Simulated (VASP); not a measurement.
# WS2 in VASP: notebook, part 2 of 2

VASP 6.6.1. The steps go on from the part before.

### Step 3. Single point, PBEsol (atom 1 (W) moved by (+0.000, +0.200) A along x and y)

File INCAR:

```
ALGO = Normal ; EDIFF = 1E-7
ENCUT = 520 ; GGA = PS
ISIF = 2 ; ISMEAR = 0
LASPH = T ; LCHARG = T
LELF = T ; LREAL = F
LVHAR = T ; LWAVE = F
NBANDS = 20 ; NELM = 100
PREC = Accurate ; SIGMA = 0.05
```

File KPOINTS:

```
k-points
0
Gamma
  12 12 2
```

File POSCAR:

```
WS2
1.0
    3.1457762248      0.0000000000      0.0000000000
   -1.5728881124      2.7243221253      0.0000000000
    0.0000000000      0.0000000000     16.9534210846
W S
1 2
Direct
    0.3700397122      0.7400794243      0.0000000000
    0.6666666667      0.3333333333      0.9075761491
    0.6666666667      0.3333333333      0.0924238509
```

Potentials or basis: VASP PAW PBE potentials, release 64 (W_sv, S).

Launch:

```bash
> cat potpaw_PBE.64/W_sv/POTCAR potpaw_PBE.64/S/POTCAR > POTCAR
> mpirun -np 1 vasp_std > vasp.out
```

OUTCAR:

```text
EDIFF = 1E-7
   ENCUT = 520
   GGA = PS
   ISIF = 2
   ISMEAR = 0
   LASPH = T
   LREAL = F
   NELM = 100
   PREC = Accurate

 ion  position               nearest neighbor table
   1  0.370  0.740  0.000-   2 2.25   3 2.25   2 2.48   3 2.48   2 2.48   3 2.48
   2  0.667  0.333  0.908-   1 2.25   1 2.48   1 2.48
   3  0.667  0.333  0.092-   1 2.25   1 2.48   1 2.48

  LATTYP: Found a hexagonal cell.
 ALAT       =     3.1457762248
 C/A-ratio  =     5.3892648024

  Lattice vectors:

 A1 = (   3.1457762248,   0.0000000000,   0.0000000000)
 A2 = (  -1.5728881124,   2.7243221253,   0.0000000000)
 A3 = (   0.0000000000,   0.0000000000,  16.9534210846)

Analysis of symmetry for initial positions (statically):
=====================================================================
 Subroutine PRICEL returns:
 Original cell was already a primitive cell.

 Routine SETGRP: Setting up the symmetry group for a
 hexagonal supercell.

 Subroutine GETGRP returns: Found  4 space group operations
 (whereof  4 operations were pure point group operations)
 out of a pool of 24 trial point group operations.

The static configuration has the point symmetry C_2v.

Analysis of symmetry for dynamics (positions and initial velocities):
=====================================================================
 Subroutine PRICEL returns:
 Original cell was already a primitive cell.

 Routine SETGRP: Setting up the symmetry group for a
 hexagonal supercell.

 Subroutine GETGRP returns: Found  4 space group operations
 (whereof  4 operations were pure point group operations)
 out of a pool of 24 trial point group operations.

The dynamic configuration has the point symmetry C_2v.

 Subroutine INISYM returns: Found  4 space group operations
 (whereof  4 operations are pure point group operations),
 and found     1 'primitive' translations

----------------------------------------------------------------------------------------

                                     Primitive cell

  volume of cell :     145.2926

  direct lattice vectors                    reciprocal lattice vectors
     3.145776225  0.000000000  0.000000000     0.317886566  0.183531894  0.000000000
    -1.572888112  2.724322125  0.000000000     0.000000000  0.367063788  0.000000000
     0.000000000  0.000000000 16.953421085     0.000000000  0.000000000  0.058985145

  length of vectors
     3.145776225  3.145776225 16.953421085     0.367063788  0.367063788  0.058985145

  position of ions in fractional coordinates (direct lattice)
     0.370039712  0.740079424  0.000000000
     0.666666667  0.333333333  0.907576149
     0.666666667  0.333333333  0.092423851

  ion indices of the primitive-cell ions
   primitive index   ion index
                 1           1
                 2           2
                 3           3

----------------------------------------------------------------------------------------

 KPOINTS: k-points

Automatic generation of k-mesh.
 Grid dimensions read from file:
 generate k-points for:   12   12    2

 Generating k-lattice:

  Cartesian coordinates                     Fractional coordinates (reciprocal lattice)
     0.026490547  0.015294325  0.000000000     0.083333333  0.000000000  0.000000000
     0.000000000  0.030588649  0.000000000     0.000000000  0.083333333  0.000000000
     0.000000000  0.000000000  0.029492572     0.000000000  0.000000000  0.500000000

  Length of vectors
     0.030588649  0.030588649  0.029492572

  Shift w.r.t. Gamma in fractional coordinates (k-lattice)
     0.000000000  0.000000000  0.000000000

 Subroutine IBZKPT returns following result:
 ===========================================

 Found     86 irreducible k-points:

 Following reciprocal coordinates:
            Coordinates               Weight
  0.000000  0.000000  0.000000      1.000000
  0.083333  0.000000  0.000000      4.000000
  0.000000  0.083333  0.000000      2.000000
  0.166667  0.000000  0.000000      4.000000
  0.000000  0.166667  0.000000      2.000000
  0.250000  0.000000  0.000000      4.000000
[... 16 lines left out ...]
 -0.083333  0.416667  0.000000      4.000000
 -0.416667  0.333333  0.000000      4.000000
 [... further k-points ...]
   k-points           NKPTS =     86   k-points in BZ     NKDIM =     86   number of bands    NBANDS=     20
   number of dos      NEDOS =    301   number of ions     NIONS =      3
   total plane-waves  NPLWV =  72576
   dimension x,y,z NGX =    24 NGY =   24 NGZ =  126
   dimension x,y,z NGXF=    48 NGYF=   48 NGZF=  252
   ions per type =               1   2
   NGX,Y,Z   is equivalent  to a cutoff of  12.68, 12.68, 12.36 a.u.
   NGXF,Y,Z  is equivalent  to a cutoff of  25.37, 25.37, 24.71 a.u.
 SYSTEM =  unknown system
   PREC   = accura    normal or accurate (medium, high low for compatibility)
   ISTART =      0    job   : 0-new  1-cont  2-samecut
   ICHARG =      2    charge: 1-file 2-atom 10-const
   ISPIN  =      1    spin polarized calculation?
   LNONCOLLINEAR =      F non collinear calculations
   LSORBIT =      F    spin-orbit coupling
   LASPH  =      T    aspherical Exc in radial PAW
   ENCUT  =  520.0 eV  38.22 Ry    6.18 a.u.   5.85  5.85 31.52*2*pi/ulx,y,z
   NELM   =    100;   NELMIN=  2; NELMDL= -5     # of ELM steps
   EDIFF  = 0.1E-06   stopping-criterion for ELM
   LREAL  =      F    real-space projection
   EDIFFG = 0.1E-05   stopping-criterion for IOM
   NSW    =      0    number of steps for IOM
   IBRION =     -1    ionic relax: 0-MD 1-quasi-New 2-CG
   NFREE  =      0    steps in history (QN), initial steepest desc. (CG)
   ISIF   =      2    stress and relaxation
   ISYM   =      2    0-nonsym 1-usesym 2-fastsym
   POTIM  = 0.5000    time-step for ionic-motion
   TEBEG  =    0.0;   TEEND  =   0.0 temperature during run
   PSTRESS=    0.0 pullay stress
   NELECT =      26.0000    total number of electrons
   NUPDOWN=      -1.0000    fix difference up-down
   EMIN   =  10.00;   EMAX   =-10.00  energy-range for DOS
   EFERMI =   0.00;   METHOD = LEGACY
   ISMEAR =     0;   SIGMA  =   0.05  broadening in eV -4-tet -1-fermi 0-gaus
   EFERMI_NEDOS =   21; number of points for ismear=-14 and -15
   IALGO  =     38    algorithm
   IMIX   =      4    mixing-type and parameters
     AMIX     =   0.40;   BMIX     =  1.00
     AMIX_MAG =   1.60;   BMIX_MAG =  1.00
  volume/ion in A,a.u.               =      48.43       326.83
  Fermi-wavevector in a.u.,A,eV,Ry     =   0.922539  1.743346 11.579622  0.851078
  Thomas-Fermi vector in A             =   2.048077
   LORBIT       =      0    0 simple, 1 ext, 2 COOP (PROOUT), +10 PAW based schemes
   GGA     = PS    functional components
   LHFCALC =     F    Hartree Fock is set to
   AEXX    =    0.0000 exact exchange contribution
   IVDW    =     0    specifies the selected vdW correction
   LEPSILON=     F    determine dielectric tensor
   LRPA    =     F    only Hartree local field effects (RPA)
 non-spin polarized calculation
 Gauss-broadening in eV      SIGMA  =   0.05
  energy-cutoff  :      520.00
  volume of cell :      145.29
 maximum number of plane-waves:      3942
   NGX = 11   NGY = 11   NGZ = 63

 number of electron      25.9999999 magnetization

 Free energy of the ion-electron system (eV)
  ---------------------------------------------------
  ext. energy  EPLUGINS =         0.00000000
  ---------------------------------------------------
  free energy    TOTEN  =       -24.79875094 eV

  energy without entropy =      -24.79875094  energy(sigma->0) =      -24.79875094

 E-fermi :  -0.6591     XC(G=0):  -4.5965

 val. band max:       -1.0446185783   @ k =   0.3333   0.3333   0.0000
 cond. band min:       0.6736268674   @ k =  -0.3333   0.1667   0.5000
 fundamental gap:      1.7182454457
 Fermi energy:        -0.6590987315

 k-point     1 :       0.0000    0.0000    0.0000
  band No.  band energies     occupation
      1     -75.0192      2.00000
      2     -39.3467      2.00000
      3     -39.1297      2.00000
      4     -39.0857      2.00000
      5     -16.0319      2.00000
      6     -14.3385      2.00000
[... 12 lines left out ...]
     19       4.4071      0.00000
     20       4.7562      0.00000

 k-point     2 :       0.0833    0.0000    0.0000
  band No.  band energies     occupation
      1     -75.0178      2.00000
      2     -39.3421      2.00000
      3     -39.1434      2.00000
      4     -39.1038      2.00000
      5     -15.9142      2.00000
      6     -14.2900      2.00000
[... 498 lines left out ...]
 k-point    24 :      -0.4167    0.3333    0.0000
  band No.  band energies     occupation
      1     -75.0019      2.00000
      2     -39.4094      2.00000
      3     -39.2869      2.00000
      4     -39.2112      2.00000
      5     -14.2150      2.00000
      6     -13.5603      2.00000
[... 12 lines left out ...]
     19       6.4231      0.00000
     20       6.8376      0.00000

 [... further k-points ...]
[... 5 lines left out ...]
  --------------------------------------------------------------------------------------
  -------------------------------------------------------------------------------------
  Total       -0.7815145      2.2350482      1.8262014      0.0000000      0.0000000      0.0000000
  in kB       -8.6179508     24.6464194     20.1379669      0.0000000      0.0000000      0.0000000
  external PRESSURE =      12.0554785 kB  Pullay stress =       0.0000000 kB

 VOLUME and BASIS-vectors are now :
 -----------------------------------------------------------------------------
  energy-cutoff  :      520.00
  volume of cell :      145.29
      direct lattice vectors                 reciprocal lattice vectors
     3.145776225  0.000000000  0.000000000     0.317886566  0.183531894  0.000000000
    -1.572888112  2.724322125  0.000000000     0.000000000  0.367063788  0.000000000
     0.000000000  0.000000000 16.953421085     0.000000000  0.000000000  0.058985145

 POSITION                                       TOTAL-FORCE (eV/Angst)
 -----------------------------------------------------------------------------------
      0.00000      2.01621      0.00000         0.000000     -4.515097      0.000000
      1.57289      0.90811     15.38652         0.000000      2.257549     -0.591333
      1.57289      0.90811      1.56690         0.000000      2.257549      0.591333
 -----------------------------------------------------------------------------------
    total drift:                               -0.000001     -0.000099     -0.000000

  FREE ENERGIE OF THE ION-ELECTRON SYSTEM (eV)
  ---------------------------------------------------
  free  energy   TOTEN  =       -24.7987509367 eV

  energy  without entropy=      -24.7987509367  energy(sigma->0) =      -24.79875094
```

OSZICAR:

```text
N       E                     dE             d eps       ncg     rms          rms(c)
DAV:   1     0.176603224416E+03    0.17660E+03   -0.13841E+04  4128   0.108E+03
DAV:   2    -0.126091205425E+02   -0.18921E+03   -0.18359E+03  4444   0.259E+02
DAV:   3    -0.258621988292E+02   -0.13253E+02   -0.13161E+02  4592   0.662E+01
[... 16 lines left out ...]
DAV:  20    -0.247987489169E+02   -0.49955E-05   -0.23865E-07  3748   0.168E-03    0.182E-03
DAV:  21    -0.247987506195E+02   -0.17026E-05   -0.96103E-08  3332   0.103E-03    0.453E-04
DAV:  22    -0.247987508182E+02   -0.19876E-06   -0.37037E-09  3004   0.264E-04    0.393E-04
DAV:  23    -0.247987509223E+02   -0.10406E-06   -0.25736E-09  2624   0.187E-04    0.102E-04
DAV:  24    -0.247987509367E+02   -0.14362E-07   -0.30594E-10  2536   0.866E-05
   1 F= -.24798751E+02 E0= -.24798751E+02  d E =-.594289E-29
```

Wall time 15 min (1 thread of AMD EPYC 7R13, shared host); peak memory 0.37 GiB.

Results:

```yaml
Free_energy: -24.7988 eV
Largest_force: 4.515 eV/Å
Band_gap_on_the_k_mesh: 1.72 eV, indirect (least direct gap 1.89 eV)
```

Forces in eV/Å, atoms in the order of the input:
```
W    0.000 -4.515  0.000
S    0.000  2.258 -0.591
S    0.000  2.258  0.591
```

Levels at points of the mesh, in eV from the valence-band top:
| k point | band 10 | band 11 | band 12 | band 13 | band 14 | band 15 | band 16 | band 17 |
| --- | --- | --- | --- | --- | --- | --- | --- | --- |
| (0.00, 0.00, 0.00) | -2.68 | -2.03 | -0.67 | -0.29 | 1.77 | 2.34 | 3.47 | 3.89 |
| (0.50, 0.00, 0.00) | -3.68 | -2.05 | -1.77 | -0.28 | 2.91 | 3.04 | 3.36 | 5.07 |
| (0.00, 0.50, 0.00) | -3.23 | -2.71 | -1.46 | -1.16 | 2.75 | 3.38 | 4.62 | 4.67 |
| (0.00, 0.00, 0.50) | -2.68 | -2.03 | -0.67 | -0.29 | 1.77 | 2.34 | 3.47 | 3.89 |
| (0.50, 0.00, 0.50) | -3.68 | -2.05 | -1.77 | -0.28 | 2.91 | 3.04 | 3.36 | 5.07 |
| (0.00, 0.50, 0.50) | -3.23 | -2.71 | -1.46 | -1.16 | 2.75 | 3.38 | 4.62 | 4.67 |

Caveat: the cell differs from its parent crystal (atom 1 (W) moved by (+0.000, +0.200) A along x and y); the PAW data sets were made with another functional, which shifts forces and pressure a little; spin-orbit coupling is left out, which moves the levels of the heavy elements.
